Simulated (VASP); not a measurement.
# MgO (P-1) in VASP: notebook

Runs on MgO. Level: PBE. Tasks: single point.

Program: VASP 6.6.1. These are calculated values, not measurements. Logs are shortened: lines on timing, memory, paths and dates and some standing lists are left out, and cuts for length are marked.

**1. The cell of the first run**

The typed cell holds 12 atoms: a = 3.521 Å, b = 3.521 Å, c = 12.813 Å, α = 83.42°, β = 84.74°, γ = 60.00°.

**2. Single point, PBE**

The input, INCAR:

```
ALGO = Normal ; EDIFF = 1E-7
ENCUT = 520 ; GGA = PE
ISIF = 2 ; ISMEAR = 0
LASPH = T ; LCHARG = T
LELF = T ; LREAL = F
LVHAR = T ; LWAVE = F
NBANDS = 36 ; NELM = 60
PREC = Accurate ; SIGMA = 0.05
```

The input, KPOINTS:

```
k-points
0
Gamma
  7 7 2
```

The input, POSCAR:

```
MgO
1.0
   -3.5213164963      0.0000000000      0.0000000000
   -1.7606582481     -3.0495495406      0.0000000000
   -1.1737721654     -1.0165165135     12.7181472718
Mg O
6 6
Direct
    0.6527750000      0.6388833333      0.0833500000
    0.5972194444      0.5277722222      0.4166833333
    0.5416638889      0.4166611111      0.7500166667
    0.1805527778      0.0277722222      0.9166833333
    0.2916638889      0.2499944444      0.2500166667
    0.2361083333      0.1388833333      0.5833500000
    0.5138861111      0.3611055556      0.9166833333
    0.6249972222      0.5833277778      0.2500166667
    0.5694416667      0.4722166667      0.5833500000
    0.3194416667      0.3055500000      0.0833500000
    0.2638861111      0.1944388889      0.4166833333
    0.2083305556      0.0833277778      0.7500166667
```

Potentials or basis: VASP PAW PBE potentials, release 64 (Mg, O).

On the command line:

```
$ cat potpaw_PBE.64/Mg/POTCAR potpaw_PBE.64/O/POTCAR > POTCAR
$ mpirun -np 1 vasp_std > vasp.out
```

OUTCAR:

```text
EDIFF = 1E-7
   ENCUT = 520
   GGA = PE
   ISIF = 2
   ISMEAR = 0
   LASPH = T
   LREAL = F
   NELM = 60
   PREC = Accurate

 ion  position               nearest neighbor table
   1  0.653  0.639  0.083-  10 2.03  10 2.03  10 2.03   8 2.12   7 2.63   4 2.63   5 2.94   5 2.94
                             5 2.94   4 3.00   4 3.32
   2  0.597  0.528  0.417-  11 2.03  11 2.03  11 2.03   8 2.12   9 2.12   5 2.94   5 2.94   5 2.94
                             6 2.94   6 2.94   6 2.94
   3  0.542  0.417  0.750-  12 2.03  12 2.03  12 2.03   7 2.12   9 2.12   4 2.94   4 2.94   4 2.94
                             6 2.94   6 2.94   6 2.94
   4  0.181  0.028  0.917-   7 2.03   7 2.03   7 2.03  12 2.12   1 2.63  10 2.63   3 2.94   3 2.94
                             3 2.94   1 3.00   1 3.32
   5  0.292  0.250  0.250-   8 2.03   8 2.03   8 2.03  11 2.12  10 2.12   2 2.94   2 2.94   2 2.94
                             1 2.94   1 2.94   1 2.94
   6  0.236  0.139  0.583-   9 2.03   9 2.03   9 2.03  12 2.12  11 2.12   3 2.94   3 2.94   2 2.94
                             2 2.94   2 2.94   3 2.94
   7  0.514  0.361  0.917-   4 2.03   4 2.03   4 2.03   3 2.12   1 2.63
   8  0.625  0.583  0.250-   5 2.03   5 2.03   5 2.03   2 2.12   1 2.12
   9  0.569  0.472  0.583-   6 2.03   6 2.03   6 2.03   3 2.12   2 2.12
  10  0.319  0.306  0.083-   1 2.03   1 2.03   1 2.03   5 2.12   4 2.63
  11  0.264  0.194  0.417-   2 2.03   2 2.03   2 2.03   5 2.12   6 2.12
  12  0.208  0.083  0.750-   3 2.03   3 2.03   3 2.03   4 2.12   6 2.12

  LATTYP: Found a triclinic cell.
 ALAT       =     3.5213164964
 B/A-ratio  =     1.0000000000
 C/A-ratio  =     3.7513440708
 COS(alpha) =     0.0222142602
 COS(beta)  =     0.2443568623
 COS(gamma) =     0.5000000000

  Lattice vectors:

 A1 = (   1.7606582482,  -3.0495495406,   0.0000000000)
 A2 = (  -1.7606582481,  -3.0495495406,   0.0000000000)
 A3 = (   2.9344304136,  -2.0330330271, -12.7181472718)

Analysis of symmetry for initial positions (statically):
=====================================================================
 Subroutine PRICEL returns:
 Original cell was already a primitive cell.

 Routine SETGRP: Setting up the symmetry group for a
 triclinic supercell.

 Subroutine GETGRP returns: Found  2 space group operations
 (whereof  1 operations were pure point group operations)
 out of a pool of  2 trial point group operations.

The static configuration has the point symmetry C_1 .
 The point group associated with its full space group is S_2 .

Analysis of symmetry for dynamics (positions and initial velocities):
=====================================================================
 Subroutine PRICEL returns:
 Original cell was already a primitive cell.

 Routine SETGRP: Setting up the symmetry group for a
 triclinic supercell.

 Subroutine GETGRP returns: Found  2 space group operations
 (whereof  1 operations were pure point group operations)
 out of a pool of  2 trial point group operations.

The dynamic configuration has the point symmetry C_1 .
 The point group associated with its full space group is S_2 .

 Subroutine INISYM returns: Found  2 space group operations
 (whereof  1 operations are pure point group operations),
 and found     1 'primitive' translations

----------------------------------------------------------------------------------------

                                     Primitive cell

  volume of cell :     136.5729

  direct lattice vectors                    reciprocal lattice vectors
    -3.521316496  0.000000000  0.000000000    -0.283984697  0.163958642 -0.013104634
    -1.760658248 -3.049549541  0.000000000     0.000000000 -0.327917283 -0.026209268
    -1.173772165 -1.016516514 12.718147272     0.000000000  0.000000000  0.078627805

  length of vectors
     3.521316496  3.521316496 12.812584320     0.328179030  0.328963023  0.078627805

  position of ions in fractional coordinates (direct lattice)
     0.652775000  0.638883333  0.083350000
     0.597219444  0.527772222  0.416683333
     0.541663889  0.416661111  0.750016667
     0.180552778  0.027772222  0.916683333
     0.291663889  0.249994444  0.250016667
     0.236108333  0.138883333  0.583350000
     0.513886111  0.361105556  0.916683333
     0.624997222  0.583327778  0.250016667
     0.569441667  0.472216667  0.583350000
     0.319441667  0.305550000  0.083350000
     0.263886111  0.194438889  0.416683333
     0.208330556  0.083327778  0.750016667

  ion indices of the primitive-cell ions
   primitive index   ion index
                 1           1
                 2           2
                 3           3
                 4           4
                 5           5
                 6           6
                 7           7
                 8           8
                 9           9
                10          10
                11          11
                12          12

[... 81 lines left out ...]
   GGA     = PE    functional components
   LHFCALC =     F    Hartree Fock is set to
   AEXX    =    0.0000 exact exchange contribution
   IVDW    =     0    specifies the selected vdW correction
   LEPSILON=     F    determine dielectric tensor
   LRPA    =     F    only Hartree local field effects (RPA)
 non-spin polarized calculation
 Gauss-broadening in eV      SIGMA  =   0.05
  energy-cutoff  :      520.00
  volume of cell :      136.57
 maximum number of plane-waves:      3723
 NGX is ok and might be reduce to    28

 number of electron      47.9999988 magnetization

 Free energy of the ion-electron system (eV)
  ---------------------------------------------------
  ext. energy  EPLUGINS =         0.00000000
  ---------------------------------------------------
  free energy    TOTEN  =       -68.45132686 eV

  energy without entropy =      -68.45132686  energy(sigma->0) =      -68.45132686

 E-fermi :   3.0315     XC(G=0):  -9.9582

 val. band max:        2.7619885935   @ k =   0.0000   0.0000   0.0000
 cond. band min:       4.2963470414   @ k =   0.0000   0.0000   0.0000
 fundamental gap:      1.5343584479
 Fermi energy:         3.0314679503

 k-point     1 :       0.0000    0.0000    0.0000
  band No.  band energies     occupation
      1     -14.9410      2.00000
      2     -14.6011      2.00000
      3     -14.4986      2.00000
      4     -13.8947      2.00000
      5     -13.7728      2.00000
      6     -13.4015      2.00000
[... 28 lines left out ...]
     35      14.2557      0.00000
     36      14.3039      0.00000

 k-point     2 :       0.1429    0.0000    0.0000
  band No.  band energies     occupation
      1     -14.8564      2.00000
      2     -14.5330      2.00000
      3     -14.4193      2.00000
      4     -13.8805      2.00000
      5     -13.7483      2.00000
      6     -13.4029      2.00000
[... 28 lines left out ...]
     35      13.9092      0.00000
     36      14.2558      0.00000

 k-point     3 :       0.2857    0.0000    0.0000
  band No.  band energies     occupation
      1     -14.6505      2.00000
      2     -14.3547      2.00000
      3     -14.2296      2.00000
      4     -13.8545      2.00000
      5     -13.7228      2.00000
      6     -13.4111      2.00000
[... 28 lines left out ...]
     35      13.6181      0.00000
     36      14.1203      0.00000
[... 742 lines left out ...]
 k-point    23 :      -0.4286    0.4286    0.0000
  band No.  band energies     occupation
      1     -14.4010      2.00000
      2     -14.0902      2.00000
      3     -13.9646      2.00000
      4     -13.8838      2.00000
      5     -13.8087      2.00000
      6     -13.4174      2.00000
[... 28 lines left out ...]
     35      13.5724      0.00000
     36      13.6644      0.00000

 k-point    24 :      -0.2857    0.4286   -0.0000
  band No.  band energies     occupation
      1     -14.3898      2.00000
      2     -14.0364      2.00000
      3     -13.9523      2.00000
      4     -13.8782      2.00000
      5     -13.8381      2.00000
      6     -13.4084      2.00000
[... 28 lines left out ...]
     35      12.9239      0.00000
     36      13.0990      0.00000

 [... further k-points ...]

------------------------ aborting loop because EDIFF is reached ----------------------------------------

  FORCE on cell =-STRESS in cart. coord.  units (eV):
  Direction    XX          YY          ZZ          XY          YZ          ZX
  --------------------------------------------------------------------------------------
  -------------------------------------------------------------------------------------
  Total       -2.4646944     -3.9281255      8.7697538     -2.0013398      1.4707930      3.3676992
  in kB      -28.9140583    -46.0820012    102.8805742    -23.4783086     17.2543078     39.5074746
  external PRESSURE =       9.2948382 kB  Pullay stress =       0.0000000 kB

 VOLUME and BASIS-vectors are now :
 -----------------------------------------------------------------------------
  energy-cutoff  :      520.00
  volume of cell :      136.57
      direct lattice vectors                 reciprocal lattice vectors
    -3.521316496  0.000000000  0.000000000    -0.283984697  0.163958642 -0.013104634
    -1.760658248 -3.049549541  0.000000000     0.000000000 -0.327917283 -0.026209268
    -1.173772165 -1.016516514 12.718147272     0.000000000  0.000000000  0.078627805

 POSITION                                       TOTAL-FORCE (eV/Angst)
 -----------------------------------------------------------------------------------
     -3.52132     -2.03303      1.06006        -0.310978      0.470914      1.597906
     -3.52132     -2.03303      5.29944         0.001771     -0.000222      0.004945
     -3.52132     -2.03303      9.53882        -0.048389     -0.009051     -0.088910
     -1.76066     -1.01652     11.65851         0.310978     -0.470914     -1.597906
     -1.76066     -1.01652      3.17975         0.048389      0.009051      0.088910
     -1.76066     -1.01652      7.41913        -0.001771      0.000222     -0.004945
     -3.52132     -2.03303     11.65851        -1.588228     -0.207983     -2.560079
     -3.52132     -2.03303      3.17975         0.052395     -0.003064     -0.018866
     -3.52132     -2.03303      7.41913         0.000153      0.000648     -0.003584
     -1.76066     -1.01652      1.06006         1.588228      0.207983      2.560079
     -1.76066     -1.01652      5.29944        -0.000153     -0.000648      0.003584
     -1.76066     -1.01652      9.53882        -0.052395      0.003064      0.018866
 -----------------------------------------------------------------------------------
    total drift:                                0.000044     -0.000024     -0.000003

  FREE ENERGIE OF THE ION-ELECTRON SYSTEM (eV)
  ---------------------------------------------------
  free  energy   TOTEN  =       -68.4513268627 eV

  energy  without entropy=      -68.4513268627  energy(sigma->0) =      -68.45132686
```

Wall time 2.8 min (1 thread of Intel Xeon 6975P-C (Granite Rapids), shared host); peak memory 0.37 GiB.

What came out:

```yaml
Free_energy: -68.4513 eV
Pressure: 0.9 GPa
Largest_force: 3.020 eV/Å
Band_gap_on_the_k_mesh: 1.53 eV
```

Forces in eV/Å, atoms in the order of the input:
```
Mg  -0.311  0.471  1.598
Mg   0.002  0.000  0.005
Mg  -0.048 -0.009 -0.089
Mg   0.311 -0.471 -1.598
Mg   0.048  0.009  0.089
Mg  -0.002  0.000 -0.005
O   -1.588 -0.208 -2.560
O    0.052 -0.003 -0.019
O    0.000  0.001 -0.004
O    1.588  0.208  2.560
O    0.000 -0.001  0.004
O   -0.052  0.003  0.019
```

Stress tensor (GPa, compression positive):
```
-2.89 -2.35  3.95
-2.35 -4.61  1.73
 3.95  1.73 10.29
```

Caveat: an odd mesh through Γ misses points on the zone boundary, where band edges can lie; forces of over 1 eV/Å act on the atoms, so gaps and moduli don't describe the material at rest.

**3. Single point, PBE**

The input, INCAR:

```
SYSTEM = MgO
ALGO = Normal
EDIFF = 1E-7
ENCUT = 520
GGA = PE
ISIF = 2
ISMEAR = 0
LASPH = .True.
LCHARG = .False.
LREAL = .False.
LWAVE = .False.
NBANDS = 36
NELM = 60
PREC = Accurate
SIGMA = 0.05
```

The input, KPOINTS:

```
k-points
0
Gamma
  7 7 2
  0 0 0
```

The input, POSCAR:

```
MgO
1.0
   -3.5213164963      0.0000000000      0.0000000000
   -1.7606582481     -3.0495495406      0.0000000000
   -0.2934430414     -0.5082582568     12.7181472718
Mg O
6 6
Direct
    0.6666666667      0.6527750000      0.0833500000
    0.6666666667      0.5972194444      0.4166833333
    0.6666666667      0.5416638889      0.7500166667
    0.3333333333      0.1805527778      0.9166833333
    0.3333333333      0.2916638889      0.2500166667
    0.3333333333      0.2361083333      0.5833500000
    0.6666666667      0.5138861111      0.9166833333
    0.6666666667      0.6249972222      0.2500166667
    0.6666666667      0.5694416667      0.5833500000
    0.3333333333      0.3194416667      0.0833500000
    0.3333333333      0.2638861111      0.4166833333
    0.3333333333      0.2083305556      0.7500166667
```

Potentials or basis: VASP PAW PBE potentials, release 64 (Mg, O).

On the command line:

```
$ cat potpaw_PBE.64/Mg/POTCAR potpaw_PBE.64/O/POTCAR > POTCAR
$ mpirun -np 1 vasp_std > vasp.out
```

It took 2.4 min on 1 thread of Intel Xeon 6975P-C (Granite Rapids), shared host; peak memory 0.35 GiB.

The run converged. Its results:

```
Free energy            : -70.4723 eV
Pressure               : -0.5 GPa
Largest force          : 1.009 eV/Å
Band gap on the k mesh : 3.03 eV
```

Forces on the atoms (eV/Å):
```
Mg   0.133  0.880  0.475
Mg   0.001  0.000  0.001
Mg  -0.022 -0.026 -0.013
Mg  -0.133 -0.880 -0.475
Mg   0.022  0.026  0.013
Mg  -0.001  0.000 -0.001
O   -0.668 -0.673 -0.139
O    0.017  0.005 -0.003
O    0.001  0.001  0.000
O    0.668  0.673  0.139
O   -0.001 -0.001  0.000
O   -0.017 -0.005  0.003
```

Stress tensor (GPa, compression positive):
```
-0.48 -0.52  2.29
-0.52 -1.95  4.08
 2.29  4.08  0.93
```

Levels at points of the mesh, in eV from the valence-band top:
| k point | band 21 | band 22 | band 23 | band 24 | band 25 | band 26 | band 27 | band 28 |
| --- | --- | --- | --- | --- | --- | --- | --- | --- |
| (0.00, 0.00, 0.00) | -1.05 | -0.95 | -0.80 | 0.00 | 3.03 | 4.67 | 4.83 | 7.31 |
| (0.00, 0.00, 0.50) | -0.94 | -0.92 | -0.63 | -0.36 | 3.51 | 3.69 | 5.99 | 6.12 |

Caveat: an odd mesh through Γ misses points on the zone boundary, where band edges can lie; forces of over 1 eV/Å act on the atoms, so gaps and moduli don't describe the material at rest.

**4. Single point, PBE**

This run uses another cell than the first one, of the same volume but with other edges.

The input, INCAR:

```
PREC = Accurate
ENCUT = 520
EDIFF = 1E-7
ISMEAR = 0
SIGMA = 0.05
LREAL = F
LASPH = T
NELM = 60
ALGO = Normal
ISIF = 2
LWAVE = F
LCHARG = F
GGA = PE
NBANDS = 36
```

The input, KPOINTS:

```
Automatic mesh
0
Gamma
  7 7 2
```

The input, POSCAR:

```
MgO
1.0
   -3.5213164963      0.0000000000      0.0000000000
   -1.7606582481     -3.0495495406      0.0000000000
   -2.4942658515     -2.2871621555     12.7181472718
Mg O
6 6
Direct
    0.6388833333      0.6041541667      0.0833500000
    0.5277722222      0.3541541667      0.4166833333
    0.4166611111      0.1041541667      0.7500166667
    0.0277722222     -0.3541791667      0.9166833333
    0.2499944444      0.1458208333      0.2500166667
    0.1388833333     -0.1041791667      0.5833500000
    0.3611055556     -0.0208458333      0.9166833333
    0.5833277778      0.4791541667      0.2500166667
    0.4722166667      0.2291541667      0.5833500000
    0.3055500000      0.2708208333      0.0833500000
    0.1944388889      0.0208208333      0.4166833333
    0.0833277778     -0.2291791667      0.7500166667
```

On the command line:

```
$ cat potpaw_PBE.64/Mg/POTCAR potpaw_PBE.64/O/POTCAR > POTCAR
$ mpirun -np 1 vasp_std > vasp.out
```

It took 2.4 min on 1 thread of Intel Xeon 6975P-C (Granite Rapids), shared host; peak memory 0.36 GiB.

It converged, with:

- Free energy: -69.4209 eV
- Pressure: -0.2 GPa
- Largest force: 2.523 eV/Å
- Band gap on the k mesh: 2.77 eV

Forces in eV/Å, atoms in the order of the input:
```
Mg   1.572 -0.625  1.873
Mg  -0.001 -0.001  0.002
Mg  -0.013  0.033 -0.025
Mg  -1.572  0.625 -1.873
Mg   0.013 -0.033  0.025
Mg   0.001  0.001 -0.002
O   -0.200  0.912 -0.286
O   -0.020 -0.016 -0.008
O    0.001 -0.001 -0.002
O    0.200 -0.912  0.286
O   -0.001  0.001  0.002
O    0.020  0.016  0.008
```

Stress tensor (GPa, compression positive):
```
-2.70  2.49  4.32
 2.49 -2.84 -4.18
 4.32 -4.18  4.85
```

Levels at points of the mesh, in eV from the valence-band top:
```tsv
k point	band 21	band 22	band 23	band 24	band 25	band 26	band 27	band 28
(0.00, 0.00, 0.00)	-1.12	-1.05	-0.82	0.00	2.77	4.39	4.74	7.01
(0.00, 0.00, 0.50)	-1.02	-0.93	-0.74	-0.32	3.15	3.60	5.69	6.01
```

Caveat: an odd mesh through Γ misses points on the zone boundary, where band edges can lie; forces of over 1 eV/Å act on the atoms, so gaps and moduli don't describe the material at rest.

**5. Overview**

```tsv
cell	gap on the mesh (eV)	pressure (GPa)	largest force (eV/Å)
a = 3.521, b = 3.521, c = 12.813 Å, angles 83.4, 84.7, 60.0°, 12 atoms	1.53	0.9	3.02
a = 3.521, b = 3.521, c = 12.732 Å, angles 87.4, 88.7, 60.0°, 12 atoms	3.03	-0.5	1.01
a = 3.521, b = 3.521, c = 13.161 Å, angles 75.8, 79.1, 60.0°, 12 atoms	2.77	-0.2	2.52
```

Alike in all rows: task single point; level PBE; potentials or basis VASP PAW PBE potentials, release 64 (Mg, O); no spin polarisation; k mesh 7 × 7 × 2; cutoff (eV) 520; smearing gaussian 0.05 eV.

Caveats: an odd mesh through Γ misses points on the zone boundary, where band edges can lie; forces of over 1 eV/Å act on the atoms, so gaps and moduli don't describe the material at rest.

Absolute energies hang on the potentials; compare differences alone.
